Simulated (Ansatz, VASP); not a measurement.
# One calculation of Ir, two programs

Contents of INCAR:

```
  PREC = Accurate
  ENCUT = 520
  EDIFF = 1E-6
  ISMEAR = -1
  SIGMA = 0.05
  LREAL = False
  LASPH = True
  NELM = 100
  ALGO = Normal
  ISIF = 2
  LWAVE = False
  LCHARG = False
  GGA = PE
  NBANDS = 16
```

KPOINTS

```
regular mesh
0
Gamma
  18 18 18
```

Contents of POSCAR:

```
Ir
1.0
   -2.3678004110      2.3678004110      1.3305618267
    2.3678004110     -2.3678004110      1.3305618267
    2.3678004110      2.3678004110     -1.3305618267
Ir
2
Direct
   -0.3750000000     -0.1250000000     -0.2500000000
    0.3750000000      0.1250000000      0.2500000000
```

Input for Ansatz:

```yaml
crystal:
  lattice:
    - [-2.367800411, 2.367800411, 1.3305618267]
    - [2.367800411, -2.367800411, 1.3305618267]
    - [2.367800411, 2.367800411, -1.3305618267]
  atoms:
    - { symbol: Ir, position: [-0.375, -0.125, -0.25] }
    - { symbol: Ir, position: [0.375, 0.125, 0.25] }
kpoints:
  mp_grid: { grid: [18, 18, 18] }
scf:
  occupations: { method: fermi_dirac, width: 0.05 }
hamiltonian:
  xc: pbe
  pseudopotentials: { kind: paw }
output:
  forces: true
  stress: true
  eigenvalues: true
  populations: true
```

Change from the starting cell: volume scaled by 0.92, PAW files.

Alike in both runs: task single point; functional PBE; k mesh 18 × 18 × 18; occupations fermi-dirac, width 0.05 eV; no spin polarisation.

```csv
,VASP,Ansatz
version,VASP 6.6.1,Ansatz 0.2.0
potentials or method,"VASP PAW PBE potentials, release 64 (Ir)","PAW with Ansatz's default frozen-core files, scalar-relativistic"
plane-wave cutoff (eV),520,420
valence electrons in the cell,18,34
```

Ansatz gave:

- pressure (GPa): 27.8

**Question.** Which values does VASP return?

**Answer.** Pressure (GPa): 28.2.

VASP's potentials hold 18 valence electrons a cell and Ansatz's 34, so a difference there can come from the potentials and not from the codes.

Neither program's run includes spin-orbit coupling.
